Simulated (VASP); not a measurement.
# TiO2 (P4_2/mnm) in VASP: a series of runs, part 2 of 2

VASP 6.6.1.

## 5. Single point, PBE

This run uses another cell than the first one, of 10.73 Å³/atom.

Contents of INCAR:

```
  PREC = Accurate
  ENCUT = 910
  EDIFF = 1E-6
  ISMEAR = 0
  SIGMA = 0.05
  LREAL = F
  LASPH = T
  NELM = 120
  ALGO = Normal
  ISIF = 2
  LWAVE = F
  LCHARG = T
  GGA = PE
  LELF = T
  LVHAR = T
  NBANDS = 33
  GGA_COMPAT = F
```

Contents of KPOINTS:

```
regular mesh
0
Gamma
  6 6 10
```

Contents of POSCAR:

```
TiO2
1.0
    4.8601000000      0.0000000000      0.0000000000
    0.0000000000      4.8601000000      0.0000000000
    0.0000000000      0.0000000000      2.7268000000
Ti O
2 4
Direct
    0.0000000000      0.0000000000      0.0000000000
    0.5000000000      0.5000000000      0.5000000000
    0.3050970583      0.3050970583      0.0000000000
    0.1949029417      0.8050970583      0.5000000000
    0.6949029417      0.6949029417      0.0000000000
    0.8050970583      0.1949029417      0.5000000000
```

Potentials or basis: VASP PAW PBE potentials, release 64 (Ti_sv, O_h).

The run is started by

```console
$ cat potpaw_PBE.64/Ti_sv/POTCAR potpaw_PBE.64/O_h/POTCAR > POTCAR
$ mpirun -np 1 vasp_std > vasp.out
```

Wall time 3.5 min (1 thread of Intel Xeon Platinum 8375C at 2.90GHz (Ice Lake), shared host); peak memory 0.39 GiB.

The run converged. Its results:

```yaml
Free_energy: -53.0733 eV
Pressure: 6.0 GPa
Largest_force: 0.020 eV/Å
Band_gap_on_the_k_mesh: 1.84 eV (least direct gap 1.86 eV)
```

Forces on the atoms (eV/Å):
```
Ti   0.000  0.000  0.000
Ti   0.000  0.000  0.000
O   -0.014 -0.014  0.000
O    0.014 -0.014  0.000
O    0.014  0.014  0.000
O   -0.014  0.014  0.000
```

Stress tensor (GPa, compression positive):
```
-7.08  0.00  0.00
 0.00 -7.08  0.00
 0.00  0.00 32.24
```

Levels at points of the mesh, in eV from the valence-band top:
```
           k point  band 20  band 21  band 22  band 23  band 24  band 25  band 26  band 27  band 28  band 29
(0.00, 0.00, 0.00)    -0.80    -0.34    -0.34    -0.20     0.00     1.86     1.99     3.21     3.21     3.25
(0.50, 0.00, 0.00)    -2.74    -0.64    -0.64    -0.57    -0.57     2.51     2.51     3.50     3.50     4.15
(0.50, 0.50, 0.00)    -2.17    -0.93    -0.93    -0.38    -0.38     1.84     1.84     3.21     3.21     4.39
(0.00, 0.00, 0.50)    -2.98    -1.58    -1.58    -1.33    -1.33     3.10     3.10     3.69     3.69     4.45
(0.50, 0.00, 0.50)    -1.92    -1.90    -1.90    -0.75    -0.75     2.23     2.23     3.96     3.96     4.35
(0.50, 0.50, 0.50)    -2.93    -0.87    -0.87    -0.69    -0.69     2.87     2.87     3.32     3.32     4.46
```

Caveat: the cutoff is under 1.25 times the usual one of these potentials, so pressure, stress and relaxed cells hold a basis-set (Pulay) error; the cell stands under pressure.

## 6. Single point, PBE

This run uses another cell than the first one, of 12.05 Å³/atom.

Contents of INCAR:

```
SYSTEM = TiO2
PREC = Accurate
ENCUT = 520
EDIFF = 1E-6
ISMEAR = 0
SIGMA = 0.05
LREAL = .False.
LASPH = .True.
NELM = 100
ALGO = Normal
ISIF = 2
LWAVE = .False.
LCHARG = .False.
GGA = PE
NBANDS = 33
```

Contents of KPOINTS:

```
regular mesh
0
Gamma
  6 6 10
  0 0 0
```

POSCAR, as its differences from that of step 5:

```diff
@@ -2,5 +2,5 @@
 1.0
-    4.8601000000      0.0000000000      0.0000000000
-    0.0000000000      4.8601000000      0.0000000000
-    0.0000000000      0.0000000000      2.7268000000
+    4.7517000000      0.0000000000      0.0000000000
+    0.0000000000      4.7517000000      0.0000000000
+    0.0000000000      0.0000000000      3.2010000000
 Ti O
```

Potentials or basis: VASP PAW PBE potentials, release 64 (Ti_sv, O).

The run is started by

```console
$ cat potpaw_PBE.64/Ti_sv/POTCAR potpaw_PBE.64/O/POTCAR > POTCAR
$ mpirun -np 1 vasp_std > vasp.out
```

OUTCAR:

```text
SYSTEM = TiO2
   PREC = Accurate
   ENCUT = 520
   EDIFF = 1E-6
   ISMEAR = 0
   LREAL = .False.
   LASPH = .True.
   NELM = 100
   ISIF = 2
   GGA = PE

 ion  position               nearest neighbor table
   1  0.000  0.000  0.000-   3 2.05   5 2.05   4 2.07   6 2.07   4 2.07   6 2.07
   2  0.500  0.500  0.500-   4 2.05   6 2.05   5 2.07   3 2.07   3 2.07   5 2.07
   3  0.305  0.305  0.000-   1 2.05   2 2.07   2 2.07
   4  0.195  0.805  0.500-   2 2.05   1 2.07   1 2.07
   5  0.695  0.695  0.000-   1 2.05   2 2.07   2 2.07
   6  0.805  0.195  0.500-   2 2.05   1 2.07   1 2.07

  LATTYP: Found a simple tetragonal cell.
 ALAT       =     4.7517000000
 C/A-ratio  =     0.6736536397

  Lattice vectors:

 A1 = (   4.7517000000,   0.0000000000,   0.0000000000)
 A2 = (   0.0000000000,   4.7517000000,   0.0000000000)
 A3 = (   0.0000000000,   0.0000000000,   3.2010000000)

Analysis of symmetry for initial positions (statically):
=====================================================================
 Subroutine PRICEL returns:
 Original cell was already a primitive cell.

 Routine SETGRP: Setting up the symmetry group for a
 simple tetragonal supercell.

[... 174 lines left out ...]

  energy without entropy =      -52.92260289  energy(sigma->0) =      -52.92260289

 E-fermi :   3.7669     XC(G=0): -10.6659

 val. band max:        3.5411323111   @ k =   0.0000   0.0000   0.0000
 cond. band min:       5.0012062502   @ k =   0.0000   0.0000   0.0000
 fundamental gap:      1.4600739391
 Fermi energy:         3.7669152610

 k-point     1 :       0.0000    0.0000    0.0000
  band No.  band energies     occupation
      1     -53.9984      2.00000
      2     -53.9901      2.00000
      3     -30.2001      2.00000
      4     -30.2001      2.00000
      5     -30.1001      2.00000
      6     -30.0901      2.00000
[... 853 lines left out ...]
     32       7.6646      0.00000
     33       8.7324      0.00000

 [... further k-points ...]
[... 5 lines left out ...]
  --------------------------------------------------------------------------------------
  -------------------------------------------------------------------------------------
  Total       -7.7754270     -7.7754270    -14.4804438      0.0000000      0.0000000      0.0000000
  in kB     -172.3658110   -172.3658110   -321.0027506      0.0000000      0.0000000      0.0000000
  external PRESSURE =    -221.9114576 kB  Pullay stress =       0.0000000 kB

 VOLUME and BASIS-vectors are now :
 -----------------------------------------------------------------------------
  energy-cutoff  :      520.00
  volume of cell :       72.27
      direct lattice vectors                 reciprocal lattice vectors
     4.751700000  0.000000000  0.000000000     0.210450996  0.000000000  0.000000000
     0.000000000  4.751700000  0.000000000     0.000000000  0.210450996  0.000000000
     0.000000000  0.000000000  3.201000000     0.000000000  0.000000000  0.312402374

 POSITION                                       TOTAL-FORCE (eV/Angst)
 -----------------------------------------------------------------------------------
      0.00000      0.00000      0.00000         0.000000     -0.000000      0.000000
      2.37585      2.37585      1.60050         0.000000     -0.000000      0.000000
      1.44973      1.44973      0.00000         0.185687      0.185687     -0.000000
      0.92612      3.82558      1.60050        -0.185687      0.185687     -0.000000
      3.30197      3.30197      0.00000        -0.185687     -0.185687      0.000000
      3.82558      0.92612      1.60050         0.185687     -0.185687      0.000000
 -----------------------------------------------------------------------------------
    total drift:                               -0.000000      0.000000     -0.000000

  FREE ENERGIE OF THE ION-ELECTRON SYSTEM (eV)
  ---------------------------------------------------
  free  energy   TOTEN  =       -52.9226028877 eV

  energy  without entropy=      -52.9226028877  energy(sigma->0) =      -52.92260289
```

OSZICAR:

```text
N       E                     dE             d eps       ncg     rms          rms(c)
DAV:   1     0.639977853503E+03    0.63998E+03   -0.24125E+04  3960   0.167E+03
DAV:   2     0.269621919510E+02   -0.61302E+03   -0.56917E+03  4336   0.497E+02
DAV:   3    -0.674242157975E+02   -0.94386E+02   -0.92631E+02  5431   0.186E+02
[... 15 lines left out ...]
DAV:  19    -0.529226002255E+02    0.33427E-03   -0.14196E-03  4277   0.191E-01    0.270E-02
DAV:  20    -0.529226075928E+02   -0.73674E-05   -0.25061E-05  5080   0.419E-02    0.223E-02
DAV:  21    -0.529226051747E+02    0.24181E-05   -0.74686E-06  5106   0.278E-02    0.153E-02
DAV:  22    -0.529226030730E+02    0.21017E-05   -0.68875E-06  3757   0.140E-02    0.571E-03
DAV:  23    -0.529226028877E+02    0.18535E-06   -0.40403E-07  2150   0.360E-03
   1 F= -.52922603E+02 E0= -.52922603E+02  d E =-.109224E-12
```

It took 64 s on 1 thread of Intel Xeon 6975P-C (Granite Rapids), shared host; peak memory 0.24 GiB.

Results:

* Free energy: -52.9226 eV
* Pressure: -22.2 GPa
* Largest force: 0.263 eV/Å
* Band gap on the k mesh: 1.46 eV

Forces in eV/Å, atoms in the order of the input:
```
Ti   0.000  0.000  0.000
Ti   0.000  0.000  0.000
O    0.186  0.186  0.000
O   -0.186  0.186  0.000
O   -0.186 -0.186  0.000
O    0.186 -0.186  0.000
```

Levels at points of the mesh, in eV from the valence-band top:
```tsv
k point	band 20	band 21	band 22	band 23	band 24	band 25	band 26	band 27	band 28	band 29
(0.00, 0.00, 0.00)	-2.13	-0.85	-0.42	-0.42	0.00	1.46	1.73	1.77	1.85	1.85
(0.50, 0.00, 0.00)	-2.71	-1.75	-1.75	-0.64	-0.64	1.97	1.97	2.30	2.30	2.71
(0.50, 0.50, 0.00)	-1.76	-1.46	-1.46	-1.01	-1.01	1.50	1.50	1.87	1.87	2.92
(0.00, 0.00, 0.50)	-2.39	-2.05	-2.05	-1.29	-1.29	2.17	2.17	2.37	2.37	2.93
(0.50, 0.00, 0.50)	-2.26	-1.78	-1.78	-0.88	-0.88	1.51	1.51	2.20	2.20	3.09
(0.50, 0.50, 0.50)	-2.35	-1.12	-1.12	-0.64	-0.64	2.07	2.07	2.21	2.21	2.57
```

Caveat: the cell stands under tension. A k mesh can miss the band edges.

## 7. The runs side by side

| potentials or basis | cell | cutoff (eV) | gap on the mesh (eV) | pressure (GPa) | largest force (eV/Å) |
| --- | --- | --- | --- | --- | --- |
| VASP PAW PBE potentials, release 64 (Ti_sv, O) | a = 4.968, b = 4.968, c = 2.727 Å, 6 atoms | 520 | 1.62 | -1.8 | 0.43 |
| VASP PAW PBE potentials, release 64 (Ti_sv, O) | a = 4.643, b = 4.643, c = 3.122 Å, 6 atoms | 520 | 1.63 | -11.5 | 0.11 |
| VASP PAW PBE potentials, release 64 (Ti_sv, O) | a = 4.860, b = 4.860, c = 2.885 Å, 6 atoms | 520 | 1.82 | -9.0 | 0.44 |
| VASP PAW PBE potentials, release 64 (Ti_sv, O_h) | a = 4.860, b = 4.860, c = 2.727 Å, 6 atoms | 910 | 1.84 | 6.0 | 0.02 |
| VASP PAW PBE potentials, release 64 (Ti_sv, O) | a = 4.752, b = 4.752, c = 3.201 Å, 6 atoms | 520 | 1.46 | -22.2 | 0.26 |

Alike in all rows: task single point; level PBE; no spin polarisation; k mesh 6 × 6 × 10; smearing gaussian 0.05 eV.

Caveats: the cell stands under tension (at least some runs); the cutoff is under 1.25 times the usual one of these potentials, so pressure, stress and relaxed cells hold a basis-set (Pulay) error (at least some runs); the cell stands under pressure (at least some runs).

Absolute energies hang on the potentials; compare differences alone.
